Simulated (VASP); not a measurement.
# LiNbO3 (Pm-3m) in VASP: further runs, part 2 of 2

VASP 6.6.1. Earlier steps stand in the parts before.

## Step 3: Single point, PBE (strain +2.5%)

INCAR

```
SYSTEM = LiNbO3
  ALGO = Normal
  EDIFF = 1E-6
  ENCUT = 520
  GGA = PE
  ISIF = 2
  ISMEAR = -1
  LASPH = .True.
  LCHARG = .False.
  LREAL = .False.
  LWAVE = .False.
  NBANDS = 25
  NELM = 80
  PREC = Accurate
  SIGMA = 0.02
```

KPOINTS

```
k-points
0
Gamma
  6 6 6
  0 0 0
```

POSCAR

```
LiNbO3
1.0
    4.0314975613      0.0000000000      0.0000000000
    0.0000000000      4.0314975613      0.0000000000
    0.0000000000      0.0000000000      4.0314975613
Li Nb O
1 1 3
Direct
    0.0000000000      0.0000000000      0.0000000000
    0.5000000000      0.5000000000      0.5000000000
    0.5000000000      0.5000000000      0.0000000000
    0.5000000000      0.0000000000      0.5000000000
    0.0000000000      0.5000000000      0.5000000000
```

Potentials or basis: VASP PAW PBE potentials, release 64 (Li_sv, Nb_sv, O).

On the command line:

```console
> cat potpaw_PBE.64/Li_sv/POTCAR potpaw_PBE.64/Nb_sv/POTCAR potpaw_PBE.64/O/POTCAR > POTCAR
> mpirun -np 1 vasp_std > vasp.out
```

OUTCAR:

```text
SYSTEM = LiNbO3
   EDIFF = 1E-6
   ENCUT = 520
   GGA = PE
   ISIF = 2
   ISMEAR = -1
   LASPH = .True.
   LREAL = .False.
   NELM = 80
   PREC = Accurate

 ion  position               nearest neighbor table
   1  0.000  0.000  0.000-
   2  0.500  0.500  0.500-   3 2.02   4 2.02   5 2.02   3 2.02   4 2.02   5 2.02
   3  0.500  0.500  0.000-   2 2.02   2 2.02
   4  0.500  0.000  0.500-   2 2.02   2 2.02
   5  0.000  0.500  0.500-   2 2.02   2 2.02

  LATTYP: Found a simple cubic cell.
 ALAT       =     4.0314975613

  Lattice vectors:

 A1 = (   4.0314975613,   0.0000000000,   0.0000000000)
 A2 = (   0.0000000000,   4.0314975613,   0.0000000000)
 A3 = (   0.0000000000,   0.0000000000,   4.0314975613)

Analysis of symmetry for initial positions (statically):
=====================================================================
 Subroutine PRICEL returns:
 Original cell was already a primitive cell.

 Routine SETGRP: Setting up the symmetry group for a
 simple cubic supercell.

 Subroutine GETGRP returns: Found 48 space group operations
 (whereof 48 operations were pure point group operations)
 out of a pool of 48 trial point group operations.

The static configuration has the point symmetry O_h .

Analysis of symmetry for dynamics (positions and initial velocities):
=====================================================================
 Subroutine PRICEL returns:
 Original cell was already a primitive cell.

 Routine SETGRP: Setting up the symmetry group for a
 simple cubic supercell.

 Subroutine GETGRP returns: Found 48 space group operations
 (whereof 48 operations were pure point group operations)
 out of a pool of 48 trial point group operations.

The dynamic configuration has the point symmetry O_h .

 Subroutine INISYM returns: Found 48 space group operations
 (whereof 48 operations are pure point group operations),
[... 114 lines left out ...]
   IALGO  =     38    algorithm
   IMIX   =      4    mixing-type and parameters
     AMIX     =   0.40;   BMIX     =  1.00
     AMIX_MAG =   1.60;   BMIX_MAG =  1.00
  volume/ion in A,a.u.               =      13.10        88.44
  Fermi-wavevector in a.u.,A,eV,Ry     =   1.315532  2.485995 23.546573  1.730624
  Thomas-Fermi vector in A             =   2.445708
   LORBIT       =      0    0 simple, 1 ext, 2 COOP (PROOUT), +10 PAW based schemes
   GGA     = PE    functional components
   LHFCALC =     F    Hartree Fock is set to
   AEXX    =    0.0000 exact exchange contribution
   IVDW    =     0    specifies the selected vdW correction
   LEPSILON=     F    determine dielectric tensor
   LRPA    =     F    only Hartree local field effects (RPA)
 non-spin polarized calculation
  energy-cutoff  :      520.00
  volume of cell :       65.52
 maximum number of plane-waves:      1791
 NGX is ok and might be reduce to    30
   NGX = 15   NGY = 15   NGZ = 15

 number of electron      33.9999969 magnetization

 Free energy of the ion-electron system (eV)
  ---------------------------------------------------
  ext. energy  EPLUGINS =         0.00000000
  ---------------------------------------------------
  free energy    TOTEN  =       -39.09284808 eV

  energy without entropy =      -39.09284808  energy(sigma->0) =      -39.09284808

 E-fermi :   3.3017     XC(G=0):  -9.6444

 val. band max:        2.7481573237   @ k =   0.5000   0.5000   0.5000
 cond. band min:       4.3009387595   @ k =   0.0000   0.0000   0.0000
 fundamental gap:      1.5527814357
 Fermi energy:         3.3016787630

 k-point     1 :       0.0000    0.0000    0.0000
  band No.  band energies     occupation
      1     -52.3825      2.00000
      2     -42.9426      2.00000
      3     -28.4011      2.00000
      4     -28.4011      2.00000
      5     -28.4011      2.00000
      6     -14.4564      2.00000
[... 549 lines left out ...]
     24      12.4138      0.00000
     25      13.2736      0.00000

------------------------ aborting loop because EDIFF is reached ----------------------------------------

  FORCE on cell =-STRESS in cart. coord.  units (eV):
  Direction    XX          YY          ZZ          XY          YZ          ZX
  --------------------------------------------------------------------------------------
  -------------------------------------------------------------------------------------
  Total       -3.8891163     -3.8891163     -3.8891163      0.0000000     -0.0000000      0.0000000
  in kB      -95.0960124    -95.0960124    -95.0960124      0.0000000     -0.0000000      0.0000000
  external PRESSURE =     -95.0960124 kB  Pullay stress =       0.0000000 kB

 VOLUME and BASIS-vectors are now :
 -----------------------------------------------------------------------------
  energy-cutoff  :      520.00
  volume of cell :       65.52
      direct lattice vectors                 reciprocal lattice vectors
     4.031497561  0.000000000  0.000000000     0.248046783  0.000000000  0.000000000
     0.000000000  4.031497561  0.000000000     0.000000000  0.248046783  0.000000000
     0.000000000  0.000000000  4.031497561     0.000000000  0.000000000  0.248046783

 POSITION                                       TOTAL-FORCE (eV/Angst)
 -----------------------------------------------------------------------------------
      0.00000      0.00000      0.00000         0.000000      0.000000      0.000000
      2.01575      2.01575      2.01575         0.000000      0.000000      0.000000
      2.01575      2.01575      0.00000         0.000000      0.000000      0.000000
      2.01575      0.00000      2.01575         0.000000      0.000000      0.000000
      0.00000      2.01575      2.01575         0.000000      0.000000      0.000000
 -----------------------------------------------------------------------------------
    total drift:                                0.000000      0.000000     -0.000000

  FREE ENERGIE OF THE ION-ELECTRON SYSTEM (eV)
  ---------------------------------------------------
  free  energy   TOTEN  =       -39.0928480805 eV

  energy  without entropy=      -39.0928480805  energy(sigma->0) =      -39.09284808
```

OSZICAR:

```text
N       E                     dE             d eps       ncg     rms          rms(c)
DAV:   1     0.300654584546E+03    0.30065E+03   -0.17729E+04  1000   0.135E+03
DAV:   2    -0.232320811055E+02   -0.32389E+03   -0.31231E+03  1346   0.433E+02
DAV:   3    -0.470477585187E+02   -0.23816E+02   -0.23628E+02  1646   0.103E+02
DAV:   4    -0.481195834535E+02   -0.10718E+01   -0.10691E+01  1480   0.195E+01
DAV:   5    -0.481414812015E+02   -0.21898E-01   -0.21896E-01  1478   0.229E+00    0.187E+01
DAV:   6    -0.394578611359E+02    0.86836E+01   -0.37283E+01  1445   0.456E+01    0.734E+00
DAV:   7    -0.391239412000E+02    0.33392E+00   -0.30919E+00  1429   0.133E+01    0.359E+00
DAV:   8    -0.391363970490E+02   -0.12456E-01   -0.46971E-01  1514   0.715E+00    0.162E+00
DAV:   9    -0.390918074376E+02    0.44590E-01   -0.11694E-01  1501   0.368E+00    0.544E-01
DAV:  10    -0.390928568399E+02   -0.10494E-02   -0.21057E-02  1242   0.104E+00    0.990E-02
DAV:  11    -0.390928234357E+02    0.33404E-04   -0.16570E-03  1371   0.321E-01    0.598E-02
DAV:  12    -0.390928674502E+02   -0.44015E-04   -0.21281E-04  1415   0.107E-01    0.344E-02
DAV:  13    -0.390928474143E+02    0.20036E-04   -0.55924E-05  1464   0.816E-02    0.575E-03
DAV:  14    -0.390928480805E+02   -0.66628E-06   -0.64104E-06  1364   0.168E-02
   1 F= -.39092848E+02 E0= -.39092848E+02  d E =-.666587E-13
```

It took 44 s on 1 thread of AMD EPYC 7R13, shared host; peak memory 0.15 GiB.

Results:

| Item | Value |
| --- | --- |
| Free energy | -39.0928 eV |
| Band gap on the k mesh | 1.55 eV (least direct gap 2.36 eV) |

Caveat: the cell differs from its parent crystal (strain +2.5%); the cutoff is under 1.25 times the usual one of these potentials, so pressure, stress and relaxed cells hold a basis-set (Pulay) error. A k mesh can miss the band edges.
